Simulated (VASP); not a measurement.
# Ge3N4 (P6_3/m) in VASP: single point with LDA

Aim: the single point of Ge3N4 with LDA.

Program: VASP 6.6.1. These are calculated values, not measurements. Logs are shortened: lines on timing, memory, paths and dates and some standing lists are left out, and cuts for length are marked.

### 1 The cell of the first run

Symmetry: P6_3/m, No. 176, hexagonal system. The conventional cell has a = 7.991 Å, b = 7.991 Å, c = 3.060 Å, α = 90.00°, β = 90.00°, γ = 120.00°. Ge (site symmetry m) has 4 N at 1.82 to 1.84 Å within 2.4 Å. Within 2.4 Å of N (site symmetry -6) lie 3 Ge at 1.82 Å. Within 2.4 Å of N (site symmetry m) lie 3 Ge at 1.82 to 1.84 Å.

### 2 Single point, LDA

Input file INCAR:

```
SYSTEM = Ge3N4
  PREC = Accurate
  ENCUT = 600
  EDIFF = 1E-6
  ISMEAR = 0
  SIGMA = 0.02
  LREAL = .FALSE.
  LASPH = .TRUE.
  NELM = 120
  ALGO = Normal
  ISIF = 2
  LWAVE = .FALSE.
  LCHARG = .FALSE.
  GGA = CA
  NBANDS = 75
  GGA_COMPAT = .FALSE.
```

Input file KPOINTS:

```
Automatic mesh
0
G
  6 6 10
  0 0 0
```

Input file POSCAR:

```
Ge3N4
1.0
    7.9911088523      0.0000000000      0.0000000000
   -3.9955544262      6.9205032705      0.0000000000
    0.0000000000      0.0000000000      3.0596558856
Ge N
6 8
Direct
    0.8308124146      0.2374220221      0.7500000000
    0.5933903925      0.8308124146      0.2500000000
    0.2374220221      0.4066096075      0.2500000000
    0.7625779779      0.5933903925      0.7500000000
    0.4066096075      0.1691875854      0.7500000000
    0.1691875854      0.7625779779      0.2500000000
    0.6666666667      0.3333333333      0.7500000000
    0.3333333333      0.6666666667      0.2500000000
    0.6695593445      0.9744790204      0.7500000000
    0.6950803240      0.6695593445      0.2500000000
    0.9744790204      0.3049196760      0.2500000000
    0.0255209796      0.6950803240      0.7500000000
    0.3304406555      0.0255209796      0.2500000000
    0.3049196760      0.3304406555      0.7500000000
```

Potentials or basis: VASP PAW LDA potentials, release 64 (Ge_d, N).

Started as:

```
$ cat potpaw_LDA.64/Ge_d/POTCAR potpaw_LDA.64/N/POTCAR > POTCAR
$ mpirun -np 1 vasp_std > vasp.out
```

OUTCAR:

```text
SYSTEM = Ge3N4
   PREC = Accurate
   ENCUT = 600
   EDIFF = 1E-6
   ISMEAR = 0
   LREAL = .FALSE.
   LASPH = .TRUE.
   NELM = 120
   ISIF = 2
   GGA = CA

 ion  position               nearest neighbor table
   1  0.831  0.237  0.750-   7 1.82  11 1.82  11 1.82   9 1.84
   2  0.593  0.831  0.250-   8 1.82   9 1.82   9 1.82  10 1.84
   3  0.237  0.407  0.250-   8 1.82  14 1.82  14 1.82  11 1.84
   4  0.763  0.593  0.750-   7 1.82  10 1.82  10 1.82  12 1.84
   5  0.407  0.169  0.750-   7 1.82  13 1.82  13 1.82  14 1.84
   6  0.169  0.763  0.250-   8 1.82  12 1.82  12 1.82  13 1.84
   7  0.667  0.333  0.750-   1 1.82   5 1.82   4 1.82
   8  0.333  0.667  0.250-   6 1.82   2 1.82   3 1.82
   9  0.670  0.974  0.750-   2 1.82   2 1.82   1 1.84
  10  0.695  0.670  0.250-   4 1.82   4 1.82   2 1.84
  11  0.974  0.305  0.250-   1 1.82   1 1.82   3 1.84
  12  0.026  0.695  0.750-   6 1.82   6 1.82   4 1.84
  13  0.330  0.026  0.250-   5 1.82   5 1.82   6 1.84
  14  0.305  0.330  0.750-   3 1.82   3 1.82   5 1.84

  LATTYP: Found a hexagonal cell.
 ALAT       =     7.9911088523
 C/A-ratio  =     0.3828825188

  Lattice vectors:

 A1 = (   7.9911088523,   0.0000000000,   0.0000000000)
 A2 = (  -3.9955544262,   6.9205032705,   0.0000000000)
 A3 = (   0.0000000000,   0.0000000000,   3.0596558856)

Analysis of symmetry for initial positions (statically):
=====================================================================
 Subroutine PRICEL returns:
 Original cell was already a primitive cell.

 Routine SETGRP: Setting up the symmetry group for a
 hexagonal supercell.

 Subroutine GETGRP returns: Found 12 space group operations
 (whereof  6 operations were pure point group operations)
 out of a pool of 24 trial point group operations.

The static configuration has the point symmetry S_6 .
 The point group associated with its full space group is C_6h.

Analysis of symmetry for dynamics (positions and initial velocities):
=====================================================================
 Subroutine PRICEL returns:
 Original cell was already a primitive cell.

 Routine SETGRP: Setting up the symmetry group for a
 hexagonal supercell.

 Subroutine GETGRP returns: Found 12 space group operations
 (whereof  6 operations were pure point group operations)
 out of a pool of 24 trial point group operations.

The dynamic configuration has the point symmetry S_6 .
 The point group associated with its full space group is C_6h.

 Subroutine INISYM returns: Found 12 space group operations
 (whereof  6 operations are pure point group operations),
 and found     1 'primitive' translations

----------------------------------------------------------------------------------------

                                     Primitive cell

  volume of cell :     169.2066

  direct lattice vectors                    reciprocal lattice vectors
     7.991108852  0.000000000  0.000000000     0.125139079  0.072249081  0.000000000
    -3.995554426  6.920503271  0.000000000     0.000000000  0.144498162  0.000000000
     0.000000000  0.000000000  3.059655886     0.000000000  0.000000000  0.326834140

  length of vectors
     7.991108852  7.991108852  3.059655886     0.144498162  0.144498162  0.326834140

  position of ions in fractional coordinates (direct lattice)
     0.830812415  0.237422022  0.750000000
     0.593390392  0.830812415  0.250000000
     0.237422022  0.406609608  0.250000000
     0.762577978  0.593390392  0.750000000
     0.406609608  0.169187585  0.750000000
     0.169187585  0.762577978  0.250000000
     0.666666667  0.333333333  0.750000000
     0.333333333  0.666666667  0.250000000
     0.669559345  0.974479020  0.750000000
     0.695080324  0.669559345  0.250000000
     0.974479020  0.304919676  0.250000000
     0.025520980  0.695080324  0.750000000
     0.330440655  0.025520980  0.250000000
     0.304919676  0.330440655  0.750000000

  ion indices of the primitive-cell ions
   primitive index   ion index
                 1           1
                 2           2
                 3           3
                 4           4
                 5           5
                 6           6
                 7           7
                 8           8
                 9           9
                10          10
                11          11
                12          12
                13          13
                14          14

----------------------------------------------------------------------------------------

 KPOINTS: Automatic mesh

Automatic generation of k-mesh.
 Grid dimensions read from file:
 generate k-points for:    6    6   10

 Generating k-lattice:

  Cartesian coordinates                     Fractional coordinates (reciprocal lattice)
     0.020856513  0.012041513  0.000000000     0.166666667  0.000000000  0.000000000
     0.000000000  0.024083027  0.000000000     0.000000000  0.166666667  0.000000000
     0.000000000  0.000000000  0.032683414     0.000000000  0.000000000  0.100000000

  Length of vectors
     0.024083027  0.024083027  0.032683414

  Shift w.r.t. Gamma in fractional coordinates (k-lattice)
     0.000000000  0.000000000  0.000000000

 Subroutine IBZKPT returns following result:
 ===========================================

 Found     48 irreducible k-points:

 Following reciprocal coordinates:
            Coordinates               Weight
  0.000000  0.000000  0.000000      1.000000
  0.166667 -0.000000  0.000000      6.000000
  0.333333 -0.000000  0.000000      6.000000
  0.500000  0.000000  0.000000      3.000000
  0.166667  0.166667  0.000000      6.000000
  0.333333  0.166667  0.000000      6.000000
[... 16 lines left out ...]
 -0.333333  0.500000 -0.200000     12.000000
  0.333333  0.333333  0.200000      4.000000
 [... further k-points ...]
   k-points           NKPTS =     48   k-points in BZ     NKDIM =     48   number of bands    NBANDS=     75
   number of dos      NEDOS =    301   number of ions     NIONS =     14
   total plane-waves  NPLWV =  98304
   dimension x,y,z NGX =    64 NGY =   64 NGZ =   24
   dimension x,y,z NGXF=   128 NGYF=  128 NGZF=   48
   ions per type =               6   8
   NGX,Y,Z   is equivalent  to a cutoff of  13.31, 13.31, 13.04 a.u.
   NGXF,Y,Z  is equivalent  to a cutoff of  26.63, 26.63, 26.08 a.u.
 SYSTEM =  Ge3N4
   PREC   = accura    normal or accurate (medium, high low for compatibility)
   ISTART =      0    job   : 0-new  1-cont  2-samecut
   ICHARG =      2    charge: 1-file 2-atom 10-const
   ISPIN  =      1    spin polarized calculation?
   LNONCOLLINEAR =      F non collinear calculations
   LSORBIT =      F    spin-orbit coupling
   LASPH  =      T    aspherical Exc in radial PAW
   ENCUT  =  600.0 eV  44.10 Ry    6.64 a.u.  15.96 15.96  6.11*2*pi/ulx,y,z
   NELM   =    120;   NELMIN=  2; NELMDL= -5     # of ELM steps
   EDIFF  = 0.1E-05   stopping-criterion for ELM
   LREAL  =      F    real-space projection
   EDIFFG = 0.1E-04   stopping-criterion for IOM
   NSW    =      0    number of steps for IOM
   IBRION =     -1    ionic relax: 0-MD 1-quasi-New 2-CG
   NFREE  =      0    steps in history (QN), initial steepest desc. (CG)
   ISIF   =      2    stress and relaxation
   ISYM   =      2    0-nonsym 1-usesym 2-fastsym
   POTIM  = 0.5000    time-step for ionic-motion
   TEBEG  =    0.0;   TEEND  =   0.0 temperature during run
   PSTRESS=    0.0 pullay stress
   NELECT =     124.0000    total number of electrons
   NUPDOWN=      -1.0000    fix difference up-down
   EMIN   =  10.00;   EMAX   =-10.00  energy-range for DOS
   EFERMI =   0.00;   METHOD = LEGACY
   ISMEAR =     0;   SIGMA  =   0.02  broadening in eV -4-tet -1-fermi 0-gaus
   EFERMI_NEDOS =   21; number of points for ismear=-14 and -15
   IALGO  =     38    algorithm
   IMIX   =      4    mixing-type and parameters
     AMIX     =   0.40;   BMIX     =  1.00
     AMIX_MAG =   1.60;   BMIX_MAG =  1.00
  volume/ion in A,a.u.               =      12.09        81.56
  Fermi-wavevector in a.u.,A,eV,Ry     =   1.475966  2.789171 29.639952  2.178475
  Thomas-Fermi vector in A             =   2.590550
   LORBIT       =      0    0 simple, 1 ext, 2 COOP (PROOUT), +10 PAW based schemes
   GGA     = CA    functional components
   LHFCALC =     F    Hartree Fock is set to
   AEXX    =    0.0000 exact exchange contribution
   IVDW    =     0    specifies the selected vdW correction
   LEPSILON=     F    determine dielectric tensor
   LRPA    =     F    only Hartree local field effects (RPA)
 non-spin polarized calculation
 Gauss-broadening in eV      SIGMA  =   0.02
  energy-cutoff  :      600.00
  volume of cell :      169.21
 maximum number of plane-waves:      5676
   NGX = 31   NGY = 31   NGZ = 13

 number of electron     123.9999975 magnetization

 Free energy of the ion-electron system (eV)
  ---------------------------------------------------
  ext. energy  EPLUGINS =         0.00000000
  ---------------------------------------------------
  free energy    TOTEN  =      -106.40912561 eV

  energy without entropy =     -106.40912561  energy(sigma->0) =     -106.40912561

 E-fermi :   5.2167     XC(G=0): -11.4434

 val. band max:        5.0642421368   @ k =   0.0000   0.0000   0.0000
 cond. band min:       7.4568971954   @ k =   0.0000   0.0000   0.0000
 fundamental gap:      2.3926550586
 Fermi energy:         5.2166916609

 k-point     1 :       0.0000    0.0000    0.0000
  band No.  band energies     occupation
      1     -19.5437      2.00000
      2     -19.5140      2.00000
      3     -19.5140      2.00000
      4     -19.5128      2.00000
      5     -19.4732      2.00000
      6     -19.4732      2.00000
[... 66 lines left out ...]
     73      12.7499      0.00000
     74      13.3517      0.00000
[... 1769 lines left out ...]
     73      11.9941      0.00000
     74      11.9941      0.00000

 [... further k-points ...]

 [bands above 74 left out]

------------------------ aborting loop because EDIFF is reached ----------------------------------------

  FORCE on cell =-STRESS in cart. coord.  units (eV):
  Direction    XX          YY          ZZ          XY          YZ          ZX
  --------------------------------------------------------------------------------------
  -------------------------------------------------------------------------------------
  Total        0.8330146      0.8330146      0.9533159     -0.0000000      0.0000000      0.0000000
  in kB        7.8876187      7.8876187      9.0267230     -0.0000003      0.0000000      0.0000000
  external PRESSURE =       8.2673201 kB  Pullay stress =       0.0000000 kB

 VOLUME and BASIS-vectors are now :
 -----------------------------------------------------------------------------
  energy-cutoff  :      600.00
  volume of cell :      169.21
      direct lattice vectors                 reciprocal lattice vectors
     7.991108852  0.000000000  0.000000000     0.125139079  0.072249081  0.000000000
    -3.995554426  6.920503271  0.000000000     0.000000000  0.144498162  0.000000000
     0.000000000  0.000000000  3.059655886     0.000000000  0.000000000  0.326834140

 POSITION                                       TOTAL-FORCE (eV/Angst)
 -----------------------------------------------------------------------------------
      5.69048      1.64308      2.29474         0.000189      0.001428      0.000000
      1.42229      5.74964      0.76491        -0.001142      0.000877      0.000000
      0.27263      2.81394      0.76491         0.001331      0.000550     -0.000000
      3.72292      4.10656      2.29474        -0.001331     -0.000550      0.000000
      2.57326      1.17086      2.29474         0.001142     -0.000877     -0.000000
     -1.69493      5.27742      0.76491        -0.000189     -0.001428      0.000000
      3.99555      2.30683      2.29474         0.000000      0.000000      0.000000
     -0.00000      4.61367      0.76491         0.000000      0.000000      0.000000
      1.45694      6.74389      2.29474        -0.000549      0.015168     -0.000000
      2.87920      4.63369      0.76491        -0.013411      0.007109     -0.000000
      6.56884      2.11020      0.76491         0.012862      0.008060     -0.000000
     -2.57329      4.81031      2.29474        -0.012862     -0.008060      0.000000
      2.53862      0.17662      0.76491         0.000549     -0.015168     -0.000000
      1.11635      2.28682      2.29474         0.013411     -0.007109      0.000000
 -----------------------------------------------------------------------------------
    total drift:                               -0.000000      0.000000      0.000000

  FREE ENERGIE OF THE ION-ELECTRON SYSTEM (eV)
  ---------------------------------------------------
  free  energy   TOTEN  =      -106.4091256094 eV

  energy  without entropy=     -106.4091256094  energy(sigma->0) =     -106.40912561
```

Wall time 18 min (1 thread of Oxide Virtual Turin-like, shared host); peak memory 0.56 GiB.

Results:

| Property | Result |
| --- | --- |
| Free energy | -106.4091 eV |
| Pressure | 0.8 GPa |
| Largest force | 0.015 eV/Å |
| Band gap on the k mesh | 2.39 eV |

Forces on the atoms (eV/Å):
```
Ge   0.000  0.001  0.000
Ge  -0.001  0.001  0.000
Ge   0.001  0.001  0.000
Ge  -0.001 -0.001  0.000
Ge   0.001 -0.001  0.000
Ge   0.000 -0.001  0.000
N    0.000  0.000  0.000
N    0.000  0.000  0.000
N   -0.001  0.015  0.000
N   -0.013  0.007  0.000
N    0.013  0.008  0.000
N   -0.013 -0.008  0.000
N    0.001 -0.015  0.000
N    0.013 -0.007  0.000
```
